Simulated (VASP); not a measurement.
Crystal: KBr.

```xyz
4
Lattice="5.6181 0.0000 0.0000 -2.8091 4.8654 0.0000 0.0000 0.0000 6.5536" Properties=species:S:1:pos:R:3 pbc="T T T"
K     0.0000    3.2436    1.6384
K     2.8091    1.6218    4.9152
Br    2.8091    1.6218    1.6384
Br    0.0000    3.2436    4.9152
```

Base run:

* Program: VASP 6.6.1
* Functional: r2SCAN
* Potentials or basis: VASP PAW PBE potentials, release 64 (K_sv, Br)
* Cutoff: 520 eV
* k mesh: 6 × 6 × 4
* Occupations: gaussian, width 0.01 eV
* Spin: no spin polarisation

Its results: band gap on the k mesh 4.77 eV, direct; pressure 0.0 GPa.

The run is repeated on the same cell with these changes: functional from r2SCAN to PBE. What comes out?

Band gap on the k mesh 4.19 eV, direct; pressure 0.4 GPa.

r2SCAN gives the wider gap, since meta-GGAs in the generalised Kohn-Sham scheme recover part of the derivative discontinuity.

Caveats: the PAW data sets were made with another functional, which shifts forces and pressure a little (some runs).

A k mesh can miss the band edges.
